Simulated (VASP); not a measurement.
# TiSi40H22Cl4 in VASP: notebook, part 2 of 2

VASP 6.6.1. Earlier steps stand in the parts before.

## 3. Single point, PBE+D3(BJ)

The input, INCAR:

```
  PREC = Accurate
  ENCUT = 520
  EDIFF = 1E-6
  ISMEAR = 0
  SIGMA = 0.02
  LREAL = Auto
  LASPH = T
  NELM = 100
  ALGO = Normal
  ISIF = 2
  LWAVE = F
  LCHARG = T
  GGA = PE
  IVDW = 12
  LELF = T
  LVHAR = T
  NBANDS = 150
```

The input, KPOINTS:

```
Automatic mesh
0
Gamma
  2 1 1
```

The input, POSCAR:

```
TiSi40H22Cl4
1.0
    7.6791800000      0.0000000000      0.0000000000
    0.0000000000     15.3583590000      0.0000000000
    0.0000000000      0.0000000000     20.6143620000
H Si Ti Cl
22 40 1 4
Direct
    0.4093920100      0.0000000000      0.0485098700
    0.0906079700      0.0000000000      0.0485098700
    0.9093919800      0.0000000000      0.0485098700
    0.5906079500      0.0000000000      0.0485098700
    0.4093920100      0.2500000000      0.0485098700
    0.0906079700      0.2500000000      0.0485098700
    0.9093919800      0.2500000000      0.0485098700
    0.5906079500      0.2500000000      0.0485098700
    0.4093920100      0.5000000100      0.0485098700
    0.0906079700      0.5000000100      0.0485098700
    0.9093919800      0.5000000100      0.0485098700
    0.5906079500      0.5000000100      0.0485098700
    0.4093920100      0.7500000100      0.0485098700
    0.0906079700      0.7500000100      0.0485098700
    0.9093919800      0.7500000100      0.0485098700
    0.5906079500      0.7500000100      0.0485098700
    0.2500155722      0.2423111794      0.4131164350
    0.7499187733      0.2247499003      0.4145634589
    0.2495089854      0.5129016339      0.4145122526
    0.7503104808      0.5136055437      0.4147163355
    0.2495815255      0.7399584691      0.4114118691
    0.7500187210      0.7418727960      0.4131065522
    0.2499999900      0.0000000000      0.0904951600
    0.7499999700      0.0000000000      0.0904951600
    0.2499999900      0.2500000000      0.0904951600
    0.7499999700      0.2500000000      0.0904951600
    0.2499999900      0.5000000100      0.0904951600
    0.7499999700      0.5000000100      0.0904951600
    0.2499999900      0.7500000100      0.0904951600
    0.7499999700      0.7500000100      0.0904951600
    0.2497253440      0.1244559058      0.1533992608
    0.7497975950      0.1252624319      0.1528114028
    0.2500241845      0.3753380609      0.1584935403
    0.7499991404      0.3749911680      0.1586380769
    0.2499857461      0.6249871213      0.1528958920
    0.7499067143      0.6249483471      0.1527979993
    0.2500237266      0.8745617422      0.1578644201
    0.7500401267      0.8754406619      0.1586491345
   -0.0018547062      0.1261977991      0.2169667588
    0.5013343148      0.1262188858      0.2168653347
    0.0004173369      0.3756814741      0.2265465497
    0.4995988414      0.3756841155      0.2265709706
   -0.0002047518      0.6249711067      0.2158893716
    0.5000757956      0.6249535165      0.2159691955
    0.0012537081      0.8752186053      0.2259827835
    0.4988395756      0.8752016714      0.2259669725
    0.0208395735      0.0044499996      0.2889658821
    0.4802722178      0.0045535366      0.2887864617
    0.0056500566      0.2451740773      0.2878987803
    0.4943783153      0.2451272049      0.2878642326
   -0.0004458698      0.5068045573      0.2875687336
    0.5003314564      0.5067707349      0.2876721128
   -0.0006536471      0.7441574251      0.2865236129
    0.5005259290      0.7441893327      0.2866012475
    0.2506393752      0.0395967856      0.3634083729
    0.7505580106      0.0520759994      0.3225677703
    0.2500470319      0.1985651838      0.3478296818
    0.7500400849      0.2061017802      0.3430833440
    0.2498454667      0.5464321496      0.3461796023
    0.7500130151      0.5477793057      0.3464997223
    0.2498751929      0.7030793214      0.3439135867
    0.7499596467      0.7049932267      0.3458451022
    0.2524569801      0.7186310542      0.5363176472
    0.0134560783      0.6522823412      0.5052093246
    0.2535608066      0.7112016442      0.6421746538
    0.4876374166      0.6497694605      0.5040974993
    0.2556042414      0.8576227273      0.5122873561
```

Potentials or basis: VASP PAW PBE potentials, release 64 (H, Si, Ti_sv, Cl).

Run with:

```
cat potpaw_PBE.64/H/POTCAR potpaw_PBE.64/Si/POTCAR potpaw_PBE.64/Ti_sv/POTCAR potpaw_PBE.64/Cl/POTCAR > POTCAR
mpirun -np 1 vasp_std > vasp.out
```

OUTCAR:

```text
PREC = Accurate
   ENCUT = 520
   EDIFF = 1E-6
   ISMEAR = 0
   LREAL = Auto
   LASPH = T
   NELM = 100
   ISIF = 2
   GGA = PE
   IVDW = 12
 IVDW          = 12

 ion  position               nearest neighbor table
   1  0.409  0.000  0.049-  23 1.50
   2  0.091  0.000  0.049-  23 1.50
   3  0.909  0.000  0.049-  24 1.50
   4  0.591  0.000  0.049-  24 1.50
   5  0.409  0.250  0.049-  25 1.50
   6  0.091  0.250  0.049-  25 1.50
[... 33 lines left out ...]
  40  0.501  0.126  0.217-  32 2.32  31 2.33  50 2.34  48 2.39  56 3.12
  41  0.000  0.376  0.227-  49 2.37  51 2.37  33 2.38  34 2.38
  42  0.500  0.376  0.227-  50 2.37  52 2.37  33 2.38  34 2.38
  43  1.000  0.625  0.216-  36 2.32  35 2.32  53 2.34  51 2.34
  44  0.500  0.625  0.216-  36 2.32  35 2.32  54 2.34  52 2.34
  45  0.001  0.875  0.226-  53 2.37  37 2.37  47 2.38  38 2.38
  46  0.499  0.875  0.226-  54 2.37  37 2.37  48 2.38  38 2.38
  47  0.021  0.004  0.289-  56 2.31  45 2.38  39 2.39  55 2.40
  48  0.480  0.005  0.289-  56 2.31  46 2.38  40 2.39  55 2.40
  49  0.006  0.245  0.288-  39 2.34  58 2.35  57 2.36  41 2.37
  50  0.494  0.245  0.288-  40 2.34  58 2.35  57 2.36  42 2.37
  51  1.000  0.507  0.288-  43 2.34  59 2.35  60 2.35  41 2.37
  52  0.500  0.507  0.288-  44 2.34  59 2.35  60 2.35  42 2.37
  53  0.999  0.744  0.287-  43 2.34  61 2.34  62 2.35  45 2.37
  54  0.501  0.744  0.287-  44 2.34  61 2.35  62 2.35  46 2.37
  55  0.251  0.040  0.363-  47 2.40  48 2.40  57 2.46
  56  0.751  0.052  0.323-  47 2.31  48 2.31  58 2.40  39 3.11  40 3.12
  57  0.250  0.199  0.348-  17 1.50  50 2.36  49 2.36  55 2.46
  58  0.750  0.206  0.343-  18 1.50  49 2.35  50 2.35  56 2.40
  59  0.250  0.546  0.346-  19 1.50  51 2.35  52 2.35  61 2.41
  60  0.750  0.548  0.346-  20 1.50  52 2.35  51 2.35  62 2.41
  61  0.250  0.703  0.344-  21 1.50  53 2.34  54 2.35  59 2.41
  62  0.750  0.705  0.346-  22 1.50  54 2.35  53 2.35  60 2.41
  63  0.252  0.719  0.536-  65 2.19  67 2.19  64 2.20  66 2.20
  64  0.013  0.652  0.505-  63 2.20
  65  0.254  0.711  0.642-  63 2.19
  66  0.488  0.650  0.504-  63 2.20
  67  0.256  0.858  0.512-  63 2.19

  LATTYP: Found a simple orthorhombic cell.
 ALAT       =     7.6791800000
 B/A-ratio  =     1.9999998698
 C/A-ratio  =     2.6844483395
[... 274 lines left out ...]
  volume of cell :     2431.25
 maximum number of plane-waves:     65584
 NGX is ok and might be reduce to    60
   NGX = 29   NGY = 57   NGZ = 77

 number of electron     221.9999997 magnetization

 Free energy of the ion-electron system (eV)
  ---------------------------------------------------
  ext. energy  EPLUGINS =         0.00000000
  ---------------------------------------------------
  free energy    TOTEN  =      -305.21899175 eV

  energy without entropy =     -305.21899175  energy(sigma->0) =     -305.21899175

 E-fermi :  -0.5874     XC(G=0):  -4.6259

 val. band max:       -0.8194948626   @ k =   0.5000   0.0000   0.0000
 cond. band min:      -0.4727948616   @ k =   0.0000   0.0000   0.0000
 fundamental gap:      0.3467000010
 Fermi energy:        -0.5874382839

 k-point     1 :       0.0000    0.0000    0.0000
  band No.  band energies     occupation
      1     -59.7791      2.00000
      2     -36.0493      2.00000
      3     -36.0327      2.00000
      4     -36.0124      2.00000
      5     -16.7938      2.00000
      6     -16.5116      2.00000
[... 115 lines left out ...]
    122       0.8574      0.00000
    123       1.0045      0.00000

 k-point     2 :       0.5000    0.0000    0.0000
  band No.  band energies     occupation
      1     -59.7791      2.00000
      2     -36.0493      2.00000
      3     -36.0327      2.00000
      4     -36.0124      2.00000
      5     -16.7794      2.00000
      6     -16.5388      2.00000
[... 115 lines left out ...]
    122       1.3643      0.00000
    123       1.4082      0.00000
 [bands above 123 left out]

------------------------ aborting loop because EDIFF is reached ----------------------------------------

 Edisp (eV)  -10.76574

 E8    (eV) :    -4.4136

  FORCE on cell =-STRESS in cart. coord.  units (eV):
  Direction    XX          YY          ZZ          XY          YZ          ZX
  --------------------------------------------------------------------------------------
  -------------------------------------------------------------------------------------
  Total      24.28355    -5.78950    -1.04303    -0.01600     0.04533     0.04672
  in kB      16.00270    -3.81524    -0.68735    -0.01054     0.02987     0.03079
  external pressure =        3.83 kB  Pullay stress =        0.00 kB

 VOLUME and BASIS-vectors are now :
 -----------------------------------------------------------------------------
  energy-cutoff  :      520.00
  volume of cell :     2431.25
      direct lattice vectors                 reciprocal lattice vectors
     7.679180000  0.000000000  0.000000000     0.130222237  0.000000000  0.000000000
     0.000000000 15.358359000  0.000000000     0.000000000  0.065111123  0.000000000
     0.000000000  0.000000000 20.614362000     0.000000000  0.000000000  0.048509869

 POSITION                                       TOTAL-FORCE (eV/Angst)
 -----------------------------------------------------------------------------------
      3.14379      0.00000      1.00000        -0.619826     -0.063779      0.016094
      0.69579      0.00000      1.00000         0.621186     -0.066809      0.014399
      6.98338      0.00000      1.00000        -0.623540     -0.075426      0.014598
      4.53538      0.00000      1.00000         0.623896     -0.076487      0.013695
      3.14379      3.83959      1.00000        -0.622328      0.053454      0.022258
      0.69579      3.83959      1.00000         0.624077      0.057698      0.020047
[... 59 lines left out ...]
      3.74466      9.97939     10.39165        -0.026718      0.012868      0.019151
      1.96283     13.17168     10.56048        -0.001981     -0.018195      0.007453
 -----------------------------------------------------------------------------------
    total drift:                               -0.001558      0.002319      0.016066

  FREE ENERGIE OF THE ION-ELECTRON SYSTEM (eV)
  ---------------------------------------------------
  free  energy   TOTEN  =      -315.9847315905 eV

  energy  without entropy=     -315.9847315905  energy(sigma->0) =     -315.98473159
```

OSZICAR:

```text
N       E                     dE             d eps       ncg     rms          rms(c)
DAV:   1     0.116464557077E+04    0.11646E+04   -0.76457E+04   632   0.111E+03
DAV:   2    -0.147528211805E+03   -0.13122E+04   -0.12549E+04   778   0.209E+02
DAV:   3    -0.311387938020E+03   -0.16386E+03   -0.16168E+03   752   0.703E+01
[... 21 lines left out ...]
DAV:  25    -0.305218978136E+03   -0.27848E-04   -0.16896E-06   584   0.213E-03    0.165E-03
DAV:  26    -0.305218983765E+03   -0.56289E-05   -0.14663E-07   488   0.111E-03    0.682E-04
DAV:  27    -0.305218988766E+03   -0.50004E-05   -0.19750E-07   472   0.697E-04    0.480E-04
DAV:  28    -0.305218991191E+03   -0.24253E-05   -0.79948E-08   472   0.451E-04    0.529E-04
DAV:  29    -0.305218991753E+03   -0.56215E-06    0.28583E-09   424   0.291E-04
   1 F= -.31598473E+03 E0= -.31598473E+03  d E =-.303672E-16
```

Run time: 56 min. Hardware: 1 thread of Oxide Virtual Turin-like, shared host; peak memory 2.1 GiB.

Results:

```yaml
Free_energy: -315.9847 eV
Largest_force: 0.640 eV/Å
Band_gap_on_the_k_mesh: 0.35 eV (least direct gap 0.36 eV)
Dispersion_energy_per_atom: -0.161 eV
```

Forces on the atoms (eV/Å):
```
H   -0.620 -0.064  0.016
H    0.621 -0.067  0.014
H   -0.624 -0.075  0.015
H    0.624 -0.076  0.014
H   -0.622  0.053  0.022
H    0.624  0.058  0.020
H   -0.632  0.094  0.008
H    0.632  0.095  0.007
H   -0.623 -0.086  0.009
H    0.624 -0.086  0.009
H   -0.624 -0.089  0.011
H    0.624 -0.090  0.011
H   -0.626  0.077  0.003
H    0.626  0.077  0.003
H   -0.620  0.095  0.015
H    0.620  0.097  0.015
H    0.000 -0.003 -0.006
H    0.000  0.000 -0.007
H    0.001  0.003 -0.007
H   -0.001  0.002 -0.006
H    0.002 -0.006 -0.019
H    0.001 -0.003 -0.007
Si  -0.003 -0.309 -0.036
Si   0.000 -0.235 -0.003
Si  -0.006  0.260  0.093
Si   0.001  0.297 -0.029
Si   0.000 -0.228 -0.053
Si  -0.001 -0.280 -0.032
Si   0.001  0.193 -0.099
Si   0.000  0.284  0.003
Si   0.000 -0.001 -0.002
Si   0.000 -0.002  0.003
Si   0.000  0.000  0.001
Si   0.000  0.000  0.001
Si   0.001  0.000  0.002
Si  -0.001  0.000  0.004
Si   0.000 -0.001  0.005
Si   0.000  0.001  0.002
Si  -0.003  0.000 -0.005
Si   0.000  0.000 -0.006
Si   0.000 -0.001  0.005
Si   0.001  0.000  0.006
Si   0.000  0.000 -0.005
Si   0.001  0.002 -0.007
Si   0.001  0.001  0.003
Si   0.001  0.000  0.002
Si   0.000  0.003 -0.002
Si   0.003  0.002 -0.001
Si  -0.001 -0.004 -0.001
Si   0.001 -0.005 -0.001
Si   0.002 -0.001 -0.001
Si  -0.002  0.000 -0.004
Si   0.000 -0.001  0.001
Si  -0.002 -0.003 -0.004
Si  -0.001 -0.002 -0.005
Si   0.000  0.002 -0.006
Si   0.000  0.006 -0.001
Si   0.000 -0.001  0.004
Si   0.001 -0.002  0.003
Si   0.001 -0.003  0.003
Si  -0.001  0.012  0.009
Si   0.002  0.005  0.002
Ti   0.005  0.001  0.005
Cl   0.018  0.009  0.011
Cl   0.003  0.001 -0.030
Cl  -0.027  0.013  0.019
Cl  -0.002 -0.018  0.007
```

Levels at points of the mesh, in eV from the valence-band top:
| k point | band 107 | band 108 | band 109 | band 110 | band 111 | band 112 | band 113 | band 114 | band 115 | band 116 |
| --- | --- | --- | --- | --- | --- | --- | --- | --- | --- | --- |
| (0.00, 0.00, 0.00) | -0.68 | -0.60 | -0.53 | -0.32 | -0.31 | 0.35 | 0.36 | 0.38 | 1.06 | 1.12 |
| (0.50, 0.00, 0.00) | -1.04 | -1.04 | -0.69 | -0.69 | 0.00 | 0.36 | 0.40 | 0.72 | 1.07 | 1.14 |
